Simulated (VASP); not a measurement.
# Ru2Rh (Fd-3m) in VASP: single point with PBE

Aim: the single point of Ru2Rh with PBE.

Program: VASP 6.6.1. These are calculated values, not measurements. Logs are shortened: lines on timing, memory, paths and dates and some standing lists are left out, and cuts for length are marked.

## (1) The cell of the first run

It takes space group Fd-3m (No. 227, cubic). The conventional cell has a = 7.088 Å, b = 7.088 Å, c = 7.088 Å, α = 90.00°, β = 90.00°, γ = 90.00°. Within 3.3 Å of Ru (site symmetry -3m) lie 6 Ru at 2.51 Å and 6 Rh at 2.94 Å. Rh (site symmetry -43m) has 12 Ru at 2.94 Å and 4 Rh at 3.07 Å within 3.9 Å.

The cell was generated, and may not be a known phase.

## (2) Single point, PBE, collinear spin, ferromagnetic start

The input, INCAR:

```
PREC = Accurate ; ENCUT = 520
EDIFF = 1E-6 ; ISMEAR = 0
SIGMA = 0.1 ; LREAL = F
LASPH = T ; NELM = 150
ALGO = Normal ; ISIF = 2
LWAVE = F ; LCHARG = T
ISPIN = 2 ; MAGMOM = 0.29 0.29 0.29 0.29 0 0
LORBIT = 11 ; LMAXMIX = 4
GGA = PE ; LELF = T
LVHAR = T ; NBANDS = 56
```

The input, KPOINTS:

```
regular mesh
0
Gamma
  10 10 10
```

The input, POSCAR:

```
Ru2Rh
1.0
    0.0000000000      3.5439193668      3.5439193668
    3.5439193668      0.0000000000      3.5439193668
    3.5439193668      3.5439193668      0.0000000000
Ru Rh
4 2
Direct
    0.6250000000      0.1250000000      0.6250000000
    0.6250000000      0.6250000000      0.1250000000
    0.1250000000      0.6250000000      0.6250000000
    0.6250000000      0.6250000000      0.6250000000
    0.2500000000      0.2500000000      0.2500000000
    0.0000000000      0.0000000000      0.0000000000
```

Potentials or basis: VASP PAW PBE potentials, release 64 (Ru_pv, Rh_pv).

Started as:

```console
cat potpaw_PBE.64/Ru_pv/POTCAR potpaw_PBE.64/Rh_pv/POTCAR > POTCAR
mpirun -np 1 vasp_std > vasp.out
```

OUTCAR:

```text
PREC = Accurate
   ENCUT = 520
   EDIFF = 1E-6
   ISMEAR = 0
   LREAL = F
   LASPH = T
   NELM = 150
   ISIF = 2
   ISPIN = 2
   LORBIT = 11
   GGA = PE

 ion  position               nearest neighbor table
   1  0.625  0.125  0.625-   4 2.51   2 2.51   2 2.51   3 2.51   4 2.51   3 2.51   6 2.94   5 2.94
                             5 2.94   6 2.94   5 2.94   6 2.94
   2  0.625  0.625  0.125-   4 2.51   1 2.51   3 2.51   4 2.51   1 2.51   3 2.51   6 2.94   5 2.94
                             5 2.94   6 2.94   5 2.94   6 2.94
   3  0.125  0.625  0.625-   4 2.51   2 2.51   1 2.51   1 2.51   2 2.51   4 2.51   6 2.94   5 2.94
                             6 2.94   5 2.94   6 2.94   5 2.94
   4  0.625  0.625  0.625-   1 2.51   2 2.51   3 2.51   2 2.51   1 2.51   3 2.51   5 2.94   6 2.94
                             5 2.94   6 2.94   5 2.94   6 2.94
   5  0.250  0.250  0.250-   1 2.94   2 2.94   3 2.94   4 2.94   4 2.94   4 2.94   2 2.94   3 2.94
                             3 2.94   1 2.94   2 2.94   1 2.94   6 3.07   6 3.07   6 3.07   6 3.07
   6  0.000  0.000  0.000-   4 2.94   4 2.94   4 2.94   1 2.94   2 2.94   3 2.94   1 2.94   3 2.94
                             1 2.94   2 2.94   3 2.94   2 2.94   5 3.07   5 3.07   5 3.07   5 3.07

  LATTYP: Found a face centered cubic cell.
 ALAT       =     7.0878387336

  Lattice vectors:

 A1 = (   0.0000000000,   3.5439193668,   3.5439193668)
 A2 = (   3.5439193668,   0.0000000000,   3.5439193668)
 A3 = (   3.5439193668,   3.5439193668,   0.0000000000)

Analysis of symmetry for initial positions (statically):
=====================================================================
 Subroutine PRICEL returns:
 Original cell was already a primitive cell.

 Routine SETGRP: Setting up the symmetry group for a
 face centered cubic supercell.

 Subroutine GETGRP returns: Found 48 space group operations
 (whereof 24 operations were pure point group operations)
 out of a pool of 48 trial point group operations.

The static configuration has the point symmetry T_d .
 The point group associated with its full space group is O_h .

Analysis of symmetry for dynamics (positions and initial velocities):
=====================================================================
 Subroutine PRICEL returns:
 Original cell was already a primitive cell.

 Routine SETGRP: Setting up the symmetry group for a
 face centered cubic supercell.

 Subroutine GETGRP returns: Found 48 space group operations
 (whereof 24 operations were pure point group operations)
 out of a pool of 48 trial point group operations.

The dynamic configuration has the point symmetry T_d .
 The point group associated with its full space group is O_h .

Analysis of structural, dynamic, and magnetic symmetry:
=====================================================================
 Subroutine PRICEL returns:
 Original cell was already a primitive cell.

 Routine SETGRP: Setting up the symmetry group for a
 face centered cubic supercell.

 Subroutine GETGRP returns: Found 48 space group operations
 (whereof 24 operations were pure point group operations)
 out of a pool of 48 trial point group operations.

The overall configuration has the point symmetry T_d .
 The point group associated with its full space group is O_h .

 Subroutine INISYM returns: Found 48 space group operations
 (whereof 24 operations are pure point group operations),
 and found     1 'primitive' translations

----------------------------------------------------------------------------------------

                                     Primitive cell

  volume of cell :      89.0188

  direct lattice vectors                    reciprocal lattice vectors
     0.000000000  3.543919367  3.543919367    -0.141086731  0.141086731  0.141086731
     3.543919367  0.000000000  3.543919367     0.141086731 -0.141086731  0.141086731
     3.543919367  3.543919367  0.000000000     0.141086731  0.141086731 -0.141086731

  length of vectors
     5.011858832  5.011858832  5.011858832     0.244369387  0.244369387  0.244369387

  position of ions in fractional coordinates (direct lattice)
     0.625000000  0.125000000  0.625000000
     0.625000000  0.625000000  0.125000000
     0.125000000  0.625000000  0.625000000
     0.625000000  0.625000000  0.625000000
     0.250000000  0.250000000  0.250000000
     0.000000000  0.000000000  0.000000000

  ion indices of the primitive-cell ions
   primitive index   ion index
                 1           1
                 2           2
                 3           3
                 4           4
                 5           5
                 6           6

----------------------------------------------------------------------------------------

 KPOINTS: regular mesh

Automatic generation of k-mesh.
 Grid dimensions read from file:
 generate k-points for:   10   10   10

 Generating k-lattice:

  Cartesian coordinates                     Fractional coordinates (reciprocal lattice)
    -0.014108673  0.014108673  0.014108673     0.100000000  0.000000000  0.000000000
     0.014108673 -0.014108673  0.014108673     0.000000000  0.100000000  0.000000000
     0.014108673  0.014108673 -0.014108673     0.000000000  0.000000000  0.100000000

  Length of vectors
     0.024436939  0.024436939  0.024436939

  Shift w.r.t. Gamma in fractional coordinates (k-lattice)
     0.000000000  0.000000000  0.000000000

 Subroutine IBZKPT returns following result:
 ===========================================

 Found     47 irreducible k-points:

 Following reciprocal coordinates:
            Coordinates               Weight
  0.000000  0.000000  0.000000      1.000000
  0.100000  0.000000  0.000000      8.000000
  0.200000  0.000000  0.000000      8.000000
  0.300000  0.000000  0.000000      8.000000
  0.400000  0.000000  0.000000      8.000000
  0.500000  0.000000  0.000000      4.000000
[... 16 lines left out ...]
  0.300000  0.300000  0.000000      6.000000
  0.400000  0.300000  0.000000     24.000000
 [... further k-points ...]
   k-points           NKPTS =     47   k-points in BZ     NKDIM =     47   number of bands    NBANDS=     56
   number of dos      NEDOS =    301   number of ions     NIONS =      6
   total plane-waves  NPLWV =  64000
   dimension x,y,z NGX =    40 NGY =   40 NGZ =   40
   dimension x,y,z NGXF=    80 NGYF=   80 NGZF=   80
   ions per type =               4   2
   NGX,Y,Z   is equivalent  to a cutoff of  13.27, 13.27, 13.27 a.u.
   NGXF,Y,Z  is equivalent  to a cutoff of  26.54, 26.54, 26.54 a.u.
 SYSTEM =  unknown system
   PREC   = accura    normal or accurate (medium, high low for compatibility)
   ISTART =      0    job   : 0-new  1-cont  2-samecut
   ICHARG =      2    charge: 1-file 2-atom 10-const
   ISPIN  =      2    spin polarized calculation?
   LNONCOLLINEAR =      F non collinear calculations
   LSORBIT =      F    spin-orbit coupling
   LASPH  =      T    aspherical Exc in radial PAW
   ENCUT  =  520.0 eV  38.22 Ry    6.18 a.u.   9.32  9.32  9.32*2*pi/ulx,y,z
   NELM   =    150;   NELMIN=  2; NELMDL= -5     # of ELM steps
   EDIFF  = 0.1E-05   stopping-criterion for ELM
   LREAL  =      F    real-space projection
   EDIFFG = 0.1E-04   stopping-criterion for IOM
   NSW    =      0    number of steps for IOM
   IBRION =     -1    ionic relax: 0-MD 1-quasi-New 2-CG
   NFREE  =      0    steps in history (QN), initial steepest desc. (CG)
   ISIF   =      2    stress and relaxation
   ISYM   =      2    0-nonsym 1-usesym 2-fastsym
   POTIM  = 0.5000    time-step for ionic-motion
   TEBEG  =    0.0;   TEEND  =   0.0 temperature during run
   PSTRESS=    0.0 pullay stress
   NELECT =      86.0000    total number of electrons
   NUPDOWN=      -1.0000    fix difference up-down
   EMIN   =  10.00;   EMAX   =-10.00  energy-range for DOS
   EFERMI =   0.00;   METHOD = LEGACY
   ISMEAR =     0;   SIGMA  =   0.10  broadening in eV -4-tet -1-fermi 0-gaus
   EFERMI_NEDOS =   21; number of points for ismear=-14 and -15
   IALGO  =     38    algorithm
   IMIX   =      4    mixing-type and parameters
     AMIX     =   0.40;   BMIX     =  1.00
     AMIX_MAG =   1.60;   BMIX_MAG =  1.00
  volume/ion in A,a.u.               =      14.84       100.12
  Fermi-wavevector in a.u.,A,eV,Ry     =   1.618380  3.058295 35.635748  2.619154
  Thomas-Fermi vector in A             =   2.712652
   LORBIT       =     11    0 simple, 1 ext, 2 COOP (PROOUT), +10 PAW based schemes
   GGA     = PE    functional components
   LHFCALC =     F    Hartree Fock is set to
   AEXX    =    0.0000 exact exchange contribution
   IVDW    =     0    specifies the selected vdW correction
   LEPSILON=     F    determine dielectric tensor
   LRPA    =     F    only Hartree local field effects (RPA)
 spin polarized calculation
 Gauss-broadening in eV      SIGMA  =   0.10
  energy-cutoff  :      520.00
  volume of cell :       89.02
 maximum number of plane-waves:      2421
 NGX is ok and might be reduce to    40
   NGX = 19   NGY = 19   NGZ = 19

 number of electron      85.9999993 magnetization       0.0032487

 Free energy of the ion-electron system (eV)
  ---------------------------------------------------
  ext. energy  EPLUGINS =         0.00000000
  ---------------------------------------------------
  free energy    TOTEN  =       -48.04551295 eV

  energy without entropy =      -47.98888814  energy(sigma->0) =      -48.01720054

 E-fermi :  11.1900     XC(G=0): -13.5032

 val. band max:       11.1883596565   @ k =   0.4000   0.3000   0.0000
 cond. band min:      11.1937374953   @ k =   0.4000   0.2000   0.1000
 fundamental gap:      0.0053778388
 Fermi energy:        11.1899506998

 spin component 1

 k-point     1 :       0.0000    0.0000    0.0000
  band No.  band energies     occupation
      1     -35.1034      1.00000
      2     -35.1034      1.00000
      3     -35.1034      1.00000
      4     -35.0584      1.00000
      5     -35.0584      1.00000
      6     -35.0584      1.00000
[... 47 lines left out ...]
     54      18.4783      0.00000
[... 1333 lines left out ...]
     54      16.7393      0.00000
     55      20.7882      0.00000

 [... further k-points ...]

 spin component 2

 k-point     1 :       0.0000    0.0000    0.0000
  band No.  band energies     occupation
      1     -35.1032      1.00000
      2     -35.1032      1.00000
      3     -35.1032      1.00000
      4     -35.0582      1.00000
      5     -35.0582      1.00000
      6     -35.0582      1.00000
[... 47 lines left out ...]
     54      18.4784      0.00000
[... 1333 lines left out ...]
     54      16.7395      0.00000
     55      20.7883      0.00000

 [... further k-points ...]

 [bands above 55 left out]

------------------------ aborting loop because EDIFF is reached ----------------------------------------

  FORCE on cell =-STRESS in cart. coord.  units (eV):
  Direction    XX          YY          ZZ          XY          YZ          ZX
  --------------------------------------------------------------------------------------
  -------------------------------------------------------------------------------------
  Total        0.0212918      0.0212918      0.0212918     -0.0000000      0.0000000     -0.0000000
  in kB        0.3832145      0.3832145      0.3832145     -0.0000000      0.0000000     -0.0000000
  external PRESSURE =       0.3832145 kB  Pullay stress =       0.0000000 kB

 VOLUME and BASIS-vectors are now :
 -----------------------------------------------------------------------------
  energy-cutoff  :      520.00
  volume of cell :       89.02
      direct lattice vectors                 reciprocal lattice vectors
     0.000000000  3.543919367  3.543919367    -0.141086731  0.141086731  0.141086731
     3.543919367  0.000000000  3.543919367     0.141086731 -0.141086731  0.141086731
     3.543919367  3.543919367  0.000000000     0.141086731  0.141086731 -0.141086731

 POSITION                                       TOTAL-FORCE (eV/Angst)
 -----------------------------------------------------------------------------------
      2.65794      4.42990      2.65794        -0.000000      0.000000     -0.000000
      2.65794      2.65794      4.42990        -0.000000      0.000000     -0.000000
      4.42990      2.65794      2.65794        -0.000000      0.000000     -0.000000
      4.42990      4.42990      4.42990        -0.000000      0.000000     -0.000000
      1.77196      1.77196      1.77196         0.000000      0.000000      0.000000
      0.00000      0.00000      0.00000        -0.000000     -0.000000      0.000000
 -----------------------------------------------------------------------------------
    total drift:                                0.000000      0.000000      0.000000

  FREE ENERGIE OF THE ION-ELECTRON SYSTEM (eV)
  ---------------------------------------------------
  free  energy   TOTEN  =       -48.0455129541 eV

  energy  without entropy=      -47.9888881358  energy(sigma->0) =      -48.01720054

 total charge

# of ion       s       p       d       tot
------------------------------------------
    1        0.410   6.291   6.002  12.702
    2        0.410   6.291   6.002  12.702
    3        0.410   6.291   6.002  12.702
    4        0.410   6.291   6.002  12.702
    5        0.313   6.207   7.025  13.545
    6        0.313   6.207   7.025  13.545
--------------------------------------------------
tot          2.266  37.578  38.057  77.900

 magnetization (x)

# of ion       s       p       d       tot
------------------------------------------
    1       -0.000  -0.000   0.001   0.001
    2       -0.000  -0.000   0.001   0.001
    3       -0.000  -0.000   0.001   0.001
    4       -0.000  -0.000   0.001   0.001
    5       -0.000  -0.000   0.000   0.000
    6       -0.000  -0.000   0.000   0.000
--------------------------------------------------
tot         -0.000  -0.000   0.003   0.003
```

It took 8.8 min on 1 thread of Intel Xeon Platinum 8488C (Sapphire Rapids), shared host; peak memory 0.5 GiB.

Results:

```yaml
Free_energy: -48.0455 eV
Pressure: 0.0 GPa
Band_gap_on_the_k_mesh: zero (filled and empty bands overlap)
Net_moment: 0.00 μB per cell
Valence_electrons_inside_the_program's_atomic_spheres: Ru 12.70; Rh 13.54
```
